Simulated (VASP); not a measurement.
Runs of VASP 6.6.1 on Rb. The structure is that of space group Im-3m (No. 229), or close to it. The cells are those of the table. 

```tsv
task	cell	k mesh for the DOS	occupations for the DOS	gap on the mesh (eV)	pressure (GPa)
single point	a = 4.458 Å, angles 109.5°, 1 atom	-	-	none	0.6
single point	a = 4.652 Å, angles 109.5°, 1 atom	-	-	none	0.0
single point	a = 3.880 Å, angles 109.5°, 1 atom	-	-	none	5.1
single point	a = 3.692 Å, angles 109.5°, 1 atom	-	-	none	(a)
single point	a = 4.282 Å, angles 109.5°, 1 atom	-	-	none	(b)
```

Alike in all rows: level LDA; potentials or basis VASP PAW LDA potentials, release 64 (Rb_sv); no spin polarisation; k mesh 11 × 11 × 11; cutoff (eV) 520; smearing fermi-dirac 0.05 eV.

Estimate the missing entries.

(a) 8.1; (b) 1.4.

A k mesh can miss the band edges, and the runs leave out spin-orbit coupling on Rb.

A gap of «none» marks levels without a gap at the run's occupations.
